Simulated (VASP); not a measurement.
Wanted: the native input for a VASP 6.6.1 run.

* Task: density of states
* Functional: LDA
* Potentials or basis: VASP PAW LDA potentials, release 64 (Ca_sv)
* Cutoff: 520 eV
* k mesh: 14 × 14 × 14
* Occupations: gaussian, width 0.05 eV
* Spin: no spin polarisation
* Dipole correction: no
* k mesh for the DOS: 21 × 21 × 21
* Occupations for the DOS: tetrahedron
* Further INCAR settings: ALGO = Normal; EDIFF = 1e-07; NBANDS = 11

Ca:

```
Ca
1.0
     0.00000    2.66910    2.66910
     2.66910    0.00000    2.66910
     2.66910    2.66910    0.00000
Ca
1
Direct
  0.00000 0.00000 0.00000
```

One way to write it, as run:

POSCAR

```
Ca
1.0
    0.0000000000      2.6690971253      2.6690971253
    2.6690971253      0.0000000000      2.6690971253
    2.6690971253      2.6690971253      0.0000000000
Ca
1
Direct
    0.0000000000      0.0000000000      0.0000000000
```

INCAR.step1

```
SYSTEM = Ca
PREC = Accurate ; ENCUT = 520
EDIFF = 1E-7 ; ISMEAR = 0
SIGMA = 0.05 ; LREAL = .FALSE.
LASPH = .TRUE. ; NELM = 60
ALGO = Normal ; ISIF = 2
LWAVE = .FALSE. ; LCHARG = .TRUE.
NBANDS = 11
```

KPOINTS.step1

```
Automatic mesh
0
G
  14 14 14
  0 0 0
```

INCAR.step2

```
SYSTEM = Ca
PREC = Accurate ; ENCUT = 520
EDIFF = 1E-7 ; ISMEAR = -5
SIGMA = 0.05 ; LREAL = .FALSE.
LASPH = .TRUE. ; NELM = 60
ALGO = Normal ; ISIF = 2
LWAVE = .FALSE. ; LCHARG = .FALSE.
LORBIT = 11 ; NBANDS = 11
NEDOS = 1001 ; ICHARG = 11
```

KPOINTS.step2

```
Automatic mesh
0
G
  21 21 21
  0 0 0
```

Potentials or basis: VASP PAW LDA potentials, release 64 (Ca_sv).

Command:

```sh
$ cat potpaw_LDA.64/Ca_sv/POTCAR > POTCAR
$ cp INCAR.step1 INCAR
$ cp KPOINTS.step1 KPOINTS
$ mpirun -np 1 vasp_std > vasp.out
$ cp INCAR.step2 INCAR
$ cp KPOINTS.step2 KPOINTS
$ mpirun -np 1 vasp_std > vasp.out
```

Results of the run:

| Quantity | Value |
| --- | --- |
| Valence electrons inside the program's atomic spheres | Ca 8.12 |

Wall time 82 s on 1 thread of Intel(R) Xeon(R) Platinum 8375C CPU @ 2.90GHz (Ice Lake), on a shared host, peak memory 0.23 GiB.
